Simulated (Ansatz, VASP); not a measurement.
# Two plane-wave programs on K3Ba

Contents of INCAR:

```
SYSTEM = K3Ba
PREC = Accurate
ENCUT = 500
EDIFF = 1E-6
ISMEAR = 0
SIGMA = 0.1
LREAL = .False.
LASPH = .True.
NELM = 120
ALGO = Normal
ISIF = 2
LWAVE = .False.
LCHARG = .True.
LELF = .True.
LVHAR = .True.
NBANDS = 26
GGA_COMPAT = .False.
```

Contents of KPOINTS:

```
regular mesh
0
Gamma
  4 4 4
  0 0 0
```

The input POSCAR:

```
K3Ba
1.0
    6.5628970000      0.0000000000      0.0000000000
    0.0000000000      6.5628970000      0.0000000000
    0.0000000000      0.0000000000      6.5628970000
K Ba
3 1
Direct
    0.0000000000      0.5000000000      0.5000000000
    0.5000000000      0.0000000000      0.5000000000
    0.5000000000      0.5000000000      0.0000000000
    0.0000000000     -0.0076185867      0.0000000000
```

Input for Ansatz:

```yaml
crystal:
  lattice:
    - [6.562897, 0.0, 0.0]
    - [0.0, 6.562897, 0.0]
    - [0.0, 0.0, 6.562897]
  atoms:
    - { symbol: K, position: [0.0, 0.5, 0.5] }
    - { symbol: K, position: [0.5, 0.0, 0.5] }
    - { symbol: K, position: [0.5, 0.5, 0.0] }
    - { symbol: Ba, position: [0.0, -0.0076185867308293884, 0.0] }
basis:
  ecutwfc: 450.0
kpoints:
  mp_grid:
    grid: [4, 4, 4]
hamiltonian:
  xc: lda
  pseudopotentials:
    kind: paw
scf:
  occupations:
    method: gaussian
    width: 0.1
output:
  forces: true
```

Alike in both runs: task single point; functional LDA; k mesh 4 × 4 × 4; occupations gaussian, width 0.1 eV; no spin polarisation.

|  | VASP | Ansatz |
| --- | --- | --- |
| version | VASP 6.6.1 | Ansatz 0.2.0 |
| potentials or method | VASP PAW LDA potentials, release 64 (K_sv, Ba_sv), cutoff 500 eV | plane waves, PAW |
| valence electrons in the cell | 37 | 37 |

```tsv
	VASP	Ansatz	Ansatz less VASP
rms of the force components (eV/Å)	0.014	0.014	0.0000
```

LDA's correlation is that of Perdew and Zunger in VASP and of Perdew and Wang (1992) in Ansatz. Atom by atom the forces differ by 0.000 eV/Å (rms over components).

Spin-orbit coupling is off throughout.
